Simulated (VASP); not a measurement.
# KBr (rock salt type) (Fm-3m) in VASP: notebook, part 2 of 2

VASP 6.6.1. Earlier steps stand in the parts before.

### Step 4. Single point, r2SCAN

The input, POSCAR:

```
KBr
1.0
    0.0000000000      3.3500000000      3.3500000000
    3.3500000000      0.0000000000      3.3500000000
    3.3500000000      3.3500000000      0.0000000000
K Br
1 1
Direct
    0.0000000000      0.0000000000      0.0000000000
    0.5000000000      0.5000000000      0.5000000000
```

The input, INCAR.step1:

```
SYSTEM = KBr
ALGO = Normal
EDIFF = 1E-4
ENCUT = 520
GGA = PE
ISMEAR = -1
LASPH = .TRUE.
LCHARG = .FALSE.
LREAL = .FALSE.
LWAVE = .TRUE.
NBANDS = 15
NELM = 100
PREC = Accurate
SIGMA = 0.02
```

The input, INCAR.step2:

```
SYSTEM = KBr
ALGO = Normal
EDIFF = 1E-6
ENCUT = 520
ISIF = 2
ISMEAR = -1
ISTART = 1
LASPH = .TRUE.
LCHARG = .TRUE.
LELF = .TRUE.
LMIXTAU = .TRUE.
LREAL = .FALSE.
LVHAR = .TRUE.
LWAVE = .FALSE.
METAGGA = R2SCAN
NBANDS = 15
NELM = 100
PREC = Accurate
SIGMA = 0.02
```

The input, KPOINTS:

```
k-points
0
G
  6 6 6
  0 0 0
```

Potentials or basis: VASP PAW PBE potentials, release 64 (K_sv, Br).

On the command line:

```bash
$ cat potpaw_PBE.64/K_sv/POTCAR potpaw_PBE.64/Br/POTCAR > POTCAR
$ cp INCAR.step1 INCAR
$ mpirun -np 1 vasp_std > vasp.out
$ cp INCAR.step2 INCAR
$ mpirun -np 1 vasp_std > vasp.out
```

OUTCAR:

```text
SYSTEM = KBr
   EDIFF = 1E-6
   ENCUT = 520
   ISIF = 2
   ISMEAR = -1
   ISTART = 1
   LASPH = .TRUE.
   LREAL = .FALSE.
   METAGGA = R2SCAN
   NELM = 100
   PREC = Accurate

 ion  position               nearest neighbor table
   1  0.000  0.000  0.000-
   2  0.500  0.500  0.500-

  LATTYP: Found a face centered cubic cell.
 ALAT       =     6.7000000000

  Lattice vectors:

 A1 = (   0.0000000000,   3.3500000000,   3.3500000000)
 A2 = (   3.3500000000,   0.0000000000,   3.3500000000)
 A3 = (   3.3500000000,   3.3500000000,   0.0000000000)

Analysis of symmetry for initial positions (statically):
=====================================================================
 Subroutine PRICEL returns:
 Original cell was already a primitive cell.

 Routine SETGRP: Setting up the symmetry group for a
 face centered cubic supercell.

 Subroutine GETGRP returns: Found 48 space group operations
 (whereof 48 operations were pure point group operations)
 out of a pool of 48 trial point group operations.

The static configuration has the point symmetry O_h .

Analysis of symmetry for dynamics (positions and initial velocities):
=====================================================================
 Subroutine PRICEL returns:
 Original cell was already a primitive cell.

 Routine SETGRP: Setting up the symmetry group for a
 face centered cubic supercell.

 Subroutine GETGRP returns: Found 48 space group operations
 (whereof 48 operations were pure point group operations)
 out of a pool of 48 trial point group operations.

The dynamic configuration has the point symmetry O_h .

 Subroutine INISYM returns: Found 48 space group operations
 (whereof 48 operations are pure point group operations),
 and found     1 'primitive' translations

----------------------------------------------------------------------------------------

                                     Primitive cell

  volume of cell :      75.1908

  direct lattice vectors                    reciprocal lattice vectors
     0.000000000  3.350000000  3.350000000    -0.149253731  0.149253731  0.149253731
     3.350000000  0.000000000  3.350000000     0.149253731 -0.149253731  0.149253731
     3.350000000  3.350000000  0.000000000     0.149253731  0.149253731 -0.149253731

  length of vectors
     4.737615434  4.737615434  4.737615434     0.258515046  0.258515046  0.258515046

  position of ions in fractional coordinates (direct lattice)
     0.000000000  0.000000000  0.000000000
     0.500000000  0.500000000  0.500000000

  ion indices of the primitive-cell ions
   primitive index   ion index
                 1           1
                 2           2

----------------------------------------------------------------------------------------

 KPOINTS: k-points

Automatic generation of k-mesh.
 Grid dimensions read from file:
 generate k-points for:    6    6    6

 Generating k-lattice:

  Cartesian coordinates                     Fractional coordinates (reciprocal lattice)
    -0.024875622  0.024875622  0.024875622     0.166666667  0.000000000  0.000000000
     0.024875622 -0.024875622  0.024875622     0.000000000  0.166666667  0.000000000
     0.024875622  0.024875622 -0.024875622     0.000000000  0.000000000  0.166666667

  Length of vectors
     0.043085841  0.043085841  0.043085841

  Shift w.r.t. Gamma in fractional coordinates (k-lattice)
     0.000000000  0.000000000  0.000000000

 Subroutine IBZKPT returns following result:
 ===========================================

 Found     16 irreducible k-points:

 Following reciprocal coordinates:
            Coordinates               Weight
  0.000000  0.000000  0.000000      1.000000
  0.166667  0.000000  0.000000      8.000000
  0.333333  0.000000  0.000000      8.000000
  0.500000  0.000000  0.000000      4.000000
  0.166667  0.166667  0.000000      6.000000
  0.333333  0.166667  0.000000     24.000000
[... 8 lines left out ...]
 -0.333333  0.333333  0.166667     24.000000
 -0.333333  0.500000  0.166667     12.000000
   k-points           NKPTS =     16   k-points in BZ     NKDIM =     16   number of bands    NBANDS=     15
   number of dos      NEDOS =    301   number of ions     NIONS =      2
   total plane-waves  NPLWV =  46656
   dimension x,y,z NGX =    36 NGY =   36 NGZ =   36
   dimension x,y,z NGXF=    72 NGYF=   72 NGZF=   72
   ions per type =               1   1
   NGX,Y,Z   is equivalent  to a cutoff of  12.63, 12.63, 12.63 a.u.
   NGXF,Y,Z  is equivalent  to a cutoff of  25.27, 25.27, 25.27 a.u.
 SYSTEM =  KBr
   PREC   = accura    normal or accurate (medium, high low for compatibility)
   ISTART =      1    job   : 0-new  1-cont  2-samecut
   ICHARG =      0    charge: 1-file 2-atom 10-const
   ISPIN  =      1    spin polarized calculation?
   LNONCOLLINEAR =      F non collinear calculations
   LSORBIT =      F    spin-orbit coupling
   LASPH  =      T    aspherical Exc in radial PAW
   ENCUT  =  520.0 eV  38.22 Ry    6.18 a.u.   8.81  8.81  8.81*2*pi/ulx,y,z
   NELM   =    100;   NELMIN=  2; NELMDL=  0     # of ELM steps
   EDIFF  = 0.1E-05   stopping-criterion for ELM
   LREAL  =      F    real-space projection
   EDIFFG = 0.1E-04   stopping-criterion for IOM
   NSW    =      0    number of steps for IOM
   IBRION =     -1    ionic relax: 0-MD 1-quasi-New 2-CG
   NFREE  =      0    steps in history (QN), initial steepest desc. (CG)
   ISIF   =      2    stress and relaxation
   ISYM   =      2    0-nonsym 1-usesym 2-fastsym
   POTIM  = 0.5000    time-step for ionic-motion
   TEBEG  =    0.0;   TEEND  =   0.0 temperature during run
   PSTRESS=    0.0 pullay stress
   NELECT =      16.0000    total number of electrons
   NUPDOWN=      -1.0000    fix difference up-down
   EMIN   =  10.00;   EMAX   =-10.00  energy-range for DOS
   EFERMI =   0.00;   METHOD = LEGACY
   ISMEAR =    -1;   SIGMA  =   0.02  broadening in eV -4-tet -1-fermi 0-gaus
   EFERMI_NEDOS =   21; number of points for ismear=-14 and -15
   IALGO  =     38    algorithm
   IMIX   =      4    mixing-type and parameters
     AMIX     =   0.40;   BMIX     =  1.00
     AMIX_MAG =   1.60;   BMIX_MAG =  1.00
  volume/ion in A,a.u.               =      37.60       253.71
  Fermi-wavevector in a.u.,A,eV,Ry     =   0.977372  1.846966 12.997055  0.955257
  Thomas-Fermi vector in A             =   2.108065
   LORBIT       =      0    0 simple, 1 ext, 2 COOP (PROOUT), +10 PAW based schemes
   METAGGA = R2SCAN    functional components
   LHFCALC =     F    Hartree Fock is set to
   AEXX    =    0.0000 exact exchange contribution
   IVDW    =     0    specifies the selected vdW correction
   LEPSILON=     F    determine dielectric tensor
   LRPA    =     F    only Hartree local field effects (RPA)
 non-spin polarized calculation
  energy-cutoff  :      520.00
  volume of cell :       75.19
 maximum number of plane-waves:      2085
   NGX = 17   NGY = 17   NGZ = 17

 number of electron      16.0000000 magnetization

 Free energy of the ion-electron system (eV)
  ---------------------------------------------------
  ext. energy  EPLUGINS =         0.00000000
  ---------------------------------------------------
  free energy    TOTEN  =       -23.24327284 eV

  energy without entropy =      -23.24327284  energy(sigma->0) =      -23.24327284

 E-fermi :  -1.8896     XC(G=0):  -7.5549

 val. band max:       -2.3196457969   @ k =   0.0000   0.0000   0.0000
 cond. band min:       2.6347444213   @ k =   0.0000   0.0000   0.0000
 fundamental gap:      4.9543902182
 Fermi energy:        -1.8896417376

 k-point     1 :       0.0000    0.0000    0.0000
  band No.  band energies     occupation
      1     -31.3023      2.00000
      2     -14.9940      2.00000
      3     -14.0044      2.00000
      4     -14.0044      2.00000
      5     -14.0044      2.00000
      6      -2.3196      2.00000
      7      -2.3196      2.00000
      8      -2.3196      2.00000
      9       2.6347      0.00000
     10       5.9080      0.00000
     11       5.9081      0.00000
     12       5.9081      0.00000
     13       6.8602      0.00000
     14       6.8602      0.00000
[... 257 lines left out ...]
      2     -14.9702      2.00000
      3     -14.0659      2.00000
      4     -14.0442      2.00000
      5     -13.9447      2.00000
      6      -2.9917      2.00000
      7      -2.7514      2.00000
      8      -2.7435      2.00000
      9       4.7939      0.00000
     10       6.2663      0.00000
     11       6.4375      0.00000
     12       7.6065      0.00000
     13       8.4127      0.00000
     14       9.1199      0.00000
     15       9.5739      0.00000

------------------------ aborting loop because EDIFF is reached ----------------------------------------

  FORCE on cell =-STRESS in cart. coord.  units (eV):
  Direction    XX          YY          ZZ          XY          YZ          ZX
  --------------------------------------------------------------------------------------
  -------------------------------------------------------------------------------------
  Total       -0.2802428     -0.2802428     -0.2802428      0.0000000     -0.0000000      0.0000000
  in kB       -5.9714610     -5.9714610     -5.9714610      0.0000000     -0.0000000      0.0000000
  external PRESSURE =      -5.9714610 kB  Pullay stress =       0.0000000 kB

 VOLUME and BASIS-vectors are now :
 -----------------------------------------------------------------------------
  energy-cutoff  :      520.00
  volume of cell :       75.19
      direct lattice vectors                 reciprocal lattice vectors
     0.000000000  3.350000000  3.350000000    -0.149253731  0.149253731  0.149253731
     3.350000000  0.000000000  3.350000000     0.149253731 -0.149253731  0.149253731
     3.350000000  3.350000000  0.000000000     0.149253731  0.149253731 -0.149253731

 POSITION                                       TOTAL-FORCE (eV/Angst)
 -----------------------------------------------------------------------------------
      0.00000      0.00000      0.00000         0.000000      0.000000     -0.000000
      3.35000      3.35000      3.35000         0.000000     -0.000000      0.000000
 -----------------------------------------------------------------------------------
    total drift:                                0.000000      0.000000      0.000000

  FREE ENERGIE OF THE ION-ELECTRON SYSTEM (eV)
  ---------------------------------------------------
  free  energy   TOTEN  =       -23.2432728375 eV

  energy  without entropy=      -23.2432728375  energy(sigma->0) =      -23.24327284
```

Run time: 35 s. Hardware: 1 thread of Intel Xeon 6975P-C (Granite Rapids), shared host; peak memory 0.22 GiB.

Results:

- Free energy: -23.2433 eV
- Pressure: -0.6 GPa
- Band gap on the k mesh: 4.95 eV

Caveat: the PAW data sets were made with another functional, which shifts forces and pressure a little.
